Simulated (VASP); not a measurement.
# Mo (Im-3m) in VASP: notebook

The runs below take Mo through single point, with PBE.

Everything below comes from runs of VASP 6.6.1. Logs are shortened: lines on timing, memory, paths and dates and some standing lists are left out, and cuts for length are marked.

## (1) The cell of the first run

The structure is cubic, space group Im-3m (No. 229). The conventional cell has a = 3.168 Å, b = 3.168 Å, c = 3.168 Å, α = 90.00°, β = 90.00°, γ = 90.00°. Within 3.6 Å of Mo (site symmetry m-3m) lie 14 Mo at 2.74 to 3.17 Å.

## (2) Single point, PBE

INCAR

```
SYSTEM = Mo
PREC = Accurate ; ENCUT = 520
EDIFF = 1E-6 ; ISMEAR = 0
SIGMA = 0.1 ; LREAL = .False.
LASPH = .True. ; NELM = 100
ALGO = Normal ; ISIF = 2
LWAVE = .False. ; LCHARG = .True.
GGA = PE ; LELF = .True.
LVHAR = .True. ; NBANDS = 13
```

KPOINTS

```
regular mesh
0
Gamma
  8 8 8
  0 0 0
```

POSCAR

```
Mo
1.0
   -1.5838089700      1.5838089700      1.5838089700
    1.5838089700     -1.5838089700      1.5838089700
    1.5838089700      1.5838089700     -1.5838089700
Mo
1
Direct
    0.0000000000      0.0000000000      0.0000000000
```

Potentials or basis: VASP PAW PBE potentials, release 64 (Mo_sv).

Run with:

```
cat potpaw_PBE.64/Mo_sv/POTCAR > POTCAR
mpirun -np 1 vasp_std > vasp.out
```

OUTCAR:

```text
SYSTEM = Mo
   PREC = Accurate
   ENCUT = 520
   EDIFF = 1E-6
   ISMEAR = 0
   LREAL = .False.
   LASPH = .True.
   NELM = 100
   ISIF = 2
   GGA = PE

 ion  position               nearest neighbor table
   1  0.000  0.000  0.000-

  LATTYP: Found a body centered cubic cell.
 ALAT       =     3.1676179400

  Lattice vectors:

 A1 = (  -1.5838089700,   1.5838089700,   1.5838089700)
 A2 = (   1.5838089700,  -1.5838089700,   1.5838089700)
 A3 = (   1.5838089700,   1.5838089700,  -1.5838089700)

Analysis of symmetry for initial positions (statically):
=====================================================================
 Subroutine PRICEL returns:
 Original cell was already a primitive cell.

 Routine SETGRP: Setting up the symmetry group for a
 body centered cubic supercell.

 Subroutine GETGRP returns: Found 48 space group operations
 (whereof 48 operations were pure point group operations)
 out of a pool of 48 trial point group operations.

The static configuration has the point symmetry O_h .

Analysis of symmetry for dynamics (positions and initial velocities):
=====================================================================
 Subroutine PRICEL returns:
 Original cell was already a primitive cell.

 Routine SETGRP: Setting up the symmetry group for a
 body centered cubic supercell.

 Subroutine GETGRP returns: Found 48 space group operations
 (whereof 48 operations were pure point group operations)
 out of a pool of 48 trial point group operations.

The dynamic configuration has the point symmetry O_h .

 Subroutine INISYM returns: Found 48 space group operations
 (whereof 48 operations are pure point group operations),
 and found     1 'primitive' translations

----------------------------------------------------------------------------------------

                                     Primitive cell

  volume of cell :      15.8916

  direct lattice vectors                    reciprocal lattice vectors
    -1.583808970  1.583808970  1.583808970     0.000000000  0.315694638  0.315694638
     1.583808970 -1.583808970  1.583808970     0.315694638  0.000000000  0.315694638
     1.583808970  1.583808970 -1.583808970     0.315694638  0.315694638  0.000000000

  length of vectors
     2.743237606  2.743237606  2.743237606     0.446459639  0.446459639  0.446459639

  position of ions in fractional coordinates (direct lattice)
     0.000000000  0.000000000  0.000000000

  ion indices of the primitive-cell ions
   primitive index   ion index
                 1           1

----------------------------------------------------------------------------------------

 KPOINTS: regular mesh

Automatic generation of k-mesh.
 Grid dimensions read from file:
 generate k-points for:    8    8    8

 Generating k-lattice:

  Cartesian coordinates                     Fractional coordinates (reciprocal lattice)
     0.000000000  0.039461830  0.039461830     0.125000000  0.000000000  0.000000000
     0.039461830  0.000000000  0.039461830     0.000000000  0.125000000  0.000000000
     0.039461830  0.039461830  0.000000000     0.000000000  0.000000000  0.125000000

  Length of vectors
     0.055807455  0.055807455  0.055807455

  Shift w.r.t. Gamma in fractional coordinates (k-lattice)
     0.000000000  0.000000000  0.000000000

 Subroutine IBZKPT returns following result:
 ===========================================

 Found     29 irreducible k-points:

 Following reciprocal coordinates:
            Coordinates               Weight
  0.000000  0.000000  0.000000      1.000000
  0.125000  0.000000  0.000000     12.000000
  0.250000  0.000000  0.000000     12.000000
  0.375000  0.000000  0.000000     12.000000
  0.500000  0.000000  0.000000      6.000000
  0.125000  0.125000  0.000000     24.000000
[... 16 lines left out ...]
 -0.250000  0.250000  0.250000      6.000000
 -0.375000  0.375000  0.250000     24.000000
 [... further k-points ...]
   k-points           NKPTS =     29   k-points in BZ     NKDIM =     29   number of bands    NBANDS=     13
   number of dos      NEDOS =    301   number of ions     NIONS =      1
   total plane-waves  NPLWV =   8000
   dimension x,y,z NGX =    20 NGY =   20 NGZ =   20
   dimension x,y,z NGXF=    40 NGYF=   40 NGZF=   40
   ions per type =               1
   NGX,Y,Z   is equivalent  to a cutoff of  12.12, 12.12, 12.12 a.u.
   NGXF,Y,Z  is equivalent  to a cutoff of  24.24, 24.24, 24.24 a.u.
 SYSTEM =  Mo
   PREC   = accura    normal or accurate (medium, high low for compatibility)
   ISTART =      0    job   : 0-new  1-cont  2-samecut
   ICHARG =      2    charge: 1-file 2-atom 10-const
   ISPIN  =      1    spin polarized calculation?
   LNONCOLLINEAR =      F non collinear calculations
   LSORBIT =      F    spin-orbit coupling
   LASPH  =      T    aspherical Exc in radial PAW
   ENCUT  =  520.0 eV  38.22 Ry    6.18 a.u.   5.10  5.10  5.10*2*pi/ulx,y,z
   NELM   =    100;   NELMIN=  2; NELMDL= -5     # of ELM steps
   EDIFF  = 0.1E-05   stopping-criterion for ELM
   LREAL  =      F    real-space projection
   EDIFFG = 0.1E-04   stopping-criterion for IOM
   NSW    =      0    number of steps for IOM
   IBRION =     -1    ionic relax: 0-MD 1-quasi-New 2-CG
   NFREE  =      0    steps in history (QN), initial steepest desc. (CG)
   ISIF   =      2    stress and relaxation
   ISYM   =      2    0-nonsym 1-usesym 2-fastsym
   POTIM  = 0.5000    time-step for ionic-motion
   TEBEG  =    0.0;   TEEND  =   0.0 temperature during run
   PSTRESS=    0.0 pullay stress
   NELECT =      14.0000    total number of electrons
   NUPDOWN=      -1.0000    fix difference up-down
   EMIN   =  10.00;   EMAX   =-10.00  energy-range for DOS
   EFERMI =   0.00;   METHOD = LEGACY
   ISMEAR =     0;   SIGMA  =   0.10  broadening in eV -4-tet -1-fermi 0-gaus
   EFERMI_NEDOS =   21; number of points for ismear=-14 and -15
   IALGO  =     38    algorithm
   IMIX   =      4    mixing-type and parameters
     AMIX     =   0.40;   BMIX     =  1.00
     AMIX_MAG =   1.60;   BMIX_MAG =  1.00
  volume/ion in A,a.u.               =      15.89       107.24
  Fermi-wavevector in a.u.,A,eV,Ry     =   1.569380  2.965698 33.510508  2.462953
  Thomas-Fermi vector in A             =   2.671271
   LORBIT       =      0    0 simple, 1 ext, 2 COOP (PROOUT), +10 PAW based schemes
   GGA     = PE    functional components
   LHFCALC =     F    Hartree Fock is set to
   AEXX    =    0.0000 exact exchange contribution
   IVDW    =     0    specifies the selected vdW correction
   LEPSILON=     F    determine dielectric tensor
   LRPA    =     F    only Hartree local field effects (RPA)
 non-spin polarized calculation
 Gauss-broadening in eV      SIGMA  =   0.10
  energy-cutoff  :      520.00
  volume of cell :       15.89
 maximum number of plane-waves:       439
   NGX = 11   NGY = 11   NGZ = 11

 number of electron      14.0000005 magnetization

 Free energy of the ion-electron system (eV)
  ---------------------------------------------------
  ext. energy  EPLUGINS =         0.00000000
  ---------------------------------------------------
  free energy    TOTEN  =       -10.91529097 eV

  energy without entropy =      -10.91105573  energy(sigma->0) =      -10.91317335

 E-fermi :  12.2046     XC(G=0): -13.2994

 val. band max:       12.2015941186   @ k =  -0.2500   0.2500   0.1250
 cond. band min:      12.2990045199   @ k =   0.3750   0.0000   0.0000
 fundamental gap:      0.0974104013
 Fermi energy:        12.2045561480

 k-point     1 :       0.0000    0.0000    0.0000
  band No.  band energies     occupation
      1     -48.9614      2.00000
      2     -22.2639      2.00000
      3     -22.2639      2.00000
      4     -22.2639      2.00000
      5       5.1486      2.00000
      6      10.9907      2.00000
      7      10.9907      2.00000
      8      10.9907      2.00000
      9      13.9556      0.00000
     10      13.9557      0.00000
     11      27.1360      0.00000
     12      27.1360      0.00000
     13      27.1360      0.00000

 k-point     2 :       0.1250    0.0000    0.0000
  band No.  band energies     occupation
      1     -48.9258      2.00000
      2     -22.4701      2.00000
      3     -22.3280      2.00000
      4     -22.2654      2.00000
      5       5.7973      2.00000
      6      10.6362      2.00000
      7      10.9030      2.00000
      8      11.6168      2.00000
      9      13.5345      0.00000
     10      13.9740      0.00000
     11      27.5344      0.00000
     12      28.2226      0.00000
     13      28.2493      0.00000

 k-point     3 :       0.2500    0.0000    0.0000
  band No.  band energies     occupation
      1     -48.8389      2.00000
      2     -22.9500      2.00000
      3     -22.4799      2.00000
      4     -22.2690      2.00000
      5       7.1050      2.00000
      6       9.8856      2.00000
      7      10.7861      2.00000
      8      13.3534      0.00000
      9      13.4368      0.00000
     10      14.1122      0.00000
     11      27.0702      0.00000
     12      28.3225      0.00000
     13      31.1999      0.00000

 k-point     4 :       0.3750    0.0000    0.0000
  band No.  band energies     occupation
      1     -48.7507      2.00000
      2     -23.4081      2.00000
      3     -22.6281      2.00000
      4     -22.2728      2.00000
      5       7.3053      2.00000
      6       9.2425      2.00000
      7      12.2990      0.18165
      8      13.9180      0.00000
      9      14.4067      0.00000
     10      15.6495      0.00000
     11      25.1601      0.00000
     12      25.4751      0.00000
     13      31.6134      0.00000

 k-point     5 :       0.5000    0.0000    0.0000
  band No.  band energies     occupation
      1     -48.7138      2.00000
      2     -23.5922      2.00000
      3     -22.6884      2.00000
      4     -22.2744      2.00000
      5       7.1015      2.00000
      6       8.9998      2.00000
      7      13.8940      0.00000
      8      13.9739      0.00000
      9      14.5893      0.00000
     10      16.9490      0.00000
     11      23.7175      0.00000
     12      24.2571      0.00000
     13      29.4783      0.00000
[... 257 lines left out ...]
 k-point    22 :       0.2500    0.2500    0.2500
  band No.  band energies     occupation
      1     -48.6947      2.00000
      2     -22.9359      2.00000
      3     -22.9359      2.00000
      4     -22.9359      2.00000
      5       9.7422      2.00000
      6       9.7422      2.00000
      7       9.7422      2.00000
      8      14.7093      0.00000
      9      14.7093      0.00000
     10      21.7569      0.00000
     11      23.7039      0.00000
     12      23.7039      0.00000
     13      23.7039      0.00000

 k-point    23 :      -0.2500    0.2500    0.2500
  band No.  band energies     occupation
      1     -48.7340      2.00000
      2     -22.9751      2.00000
      3     -22.7145      2.00000
      4     -22.7145      2.00000
      5       8.6078      2.00000
      6       9.7302      2.00000
      7      11.7160      2.00000
      8      11.7160      2.00000
      9      13.1783      0.00000
     10      15.6681      0.00000
     11      27.4331      0.00000
     12      30.4102      0.00000
     13      30.7026      0.00000

 k-point    24 :      -0.3750    0.3750    0.2500
  band No.  band energies     occupation
      1     -48.6587      2.00000
      2     -23.2506      2.00000
      3     -22.8749      2.00000
      4     -22.7536      2.00000
      5       8.4719      2.00000
      6       9.0200      2.00000
      7      11.7116      2.00000
      8      12.5292      0.00000
      9      15.1443      0.00000
     10      17.2138      0.00000
     11      25.9260      0.00000
     12      27.9369      0.00000
     13      29.0409      0.00000

 [... further k-points ...]

------------------------ aborting loop because EDIFF is reached ----------------------------------------

  FORCE on cell =-STRESS in cart. coord.  units (eV):
  Direction    XX          YY          ZZ          XY          YZ          ZX
  --------------------------------------------------------------------------------------
  -------------------------------------------------------------------------------------
  Total       -0.0554853     -0.0554853     -0.0554853     -0.0000000     -0.0000000      0.0000000
  in kB       -5.5939699     -5.5939699     -5.5939699     -0.0000000     -0.0000000      0.0000000
  external PRESSURE =      -5.5939699 kB  Pullay stress =       0.0000000 kB

 VOLUME and BASIS-vectors are now :
 -----------------------------------------------------------------------------
  energy-cutoff  :      520.00
  volume of cell :       15.89
      direct lattice vectors                 reciprocal lattice vectors
    -1.583808970  1.583808970  1.583808970     0.000000000  0.315694638  0.315694638
     1.583808970 -1.583808970  1.583808970     0.315694638  0.000000000  0.315694638
     1.583808970  1.583808970 -1.583808970     0.315694638  0.315694638  0.000000000

 POSITION                                       TOTAL-FORCE (eV/Angst)
 -----------------------------------------------------------------------------------
      0.00000      0.00000      0.00000         0.000000      0.000000      0.000000
 -----------------------------------------------------------------------------------
    total drift:                                0.000000     -0.000000      0.000000

  FREE ENERGIE OF THE ION-ELECTRON SYSTEM (eV)
  ---------------------------------------------------
  free  energy   TOTEN  =       -10.9152909721 eV

  energy  without entropy=      -10.9110557273  energy(sigma->0) =      -10.91317335
```

It took 3.5 s on 1 thread of Intel Xeon 6975P-C, shared host; peak memory 0.13 GiB.

What came out:

```yaml
Free_energy: -10.9153 eV
Pressure: -0.6 GPa
Band_gap_on_the_k_mesh: zero (band 7 reaches 16.21 eV, above the bottom of band 8 at 10.99 eV)
```

## (3) Single point, PBE

This run uses another cell than the first one, of 15.79 Å³/atom, 0.993 times its volume.

INCAR

```
SYSTEM = Mo
PREC = Accurate
ENCUT = 520
EDIFF = 1E-7
ISMEAR = 0
SIGMA = 0.1
LREAL = .False.
LASPH = .True.
NELM = 80
ALGO = Normal
ISIF = 2
LWAVE = .False.
LCHARG = .True.
GGA = PE
LELF = .True.
LVHAR = .True.
NBANDS = 13
```

KPOINTS

```
Automatic mesh
0
Gamma
  18 18 18
  0 0 0
```

POSCAR

```
Mo
1.0
   -1.5803011042      1.5803011042      1.5803011042
    1.5803011042     -1.5803011042      1.5803011042
    1.5803011042      1.5803011042     -1.5803011042
Mo
1
Direct
    0.0000000000      0.0000000000      0.0000000000
```

Potentials or basis: VASP PAW PBE potentials, release 64 (Mo_sv).

Run with:

```
cat potpaw_PBE.64/Mo_sv/POTCAR > POTCAR
mpirun -np 1 vasp_std > vasp.out
```

It took 18 s on 1 thread of Intel Xeon 6975P-C, shared host; peak memory 0.15 GiB.

The run converged. Its results:

```
Free energy            : -10.9350 eV
Pressure               : 0.5 GPa
Band gap on the k mesh : zero (band 7 reaches 16.36 eV, above the bottom of band 8 at 11.09 eV)
```

Levels at points of the mesh, in eV from the Fermi level:
```
           k point  band 3  band 4  band 5  band 6  band 7  band 8  band 9  band 10  band 11  band 12
(0.00, 0.00, 0.00)  -34.59  -34.59   -7.22   -1.36   -1.36   -1.36    1.63     1.63    14.80    14.80
(0.50, 0.00, 0.00)  -35.02  -34.60   -5.28   -3.37    1.57    1.65    2.27     4.66    11.48    11.92
(0.50, 0.50, 0.50)  -35.52  -35.52   -5.38   -5.38    3.91    3.91    3.91     8.97     8.97     8.97
```
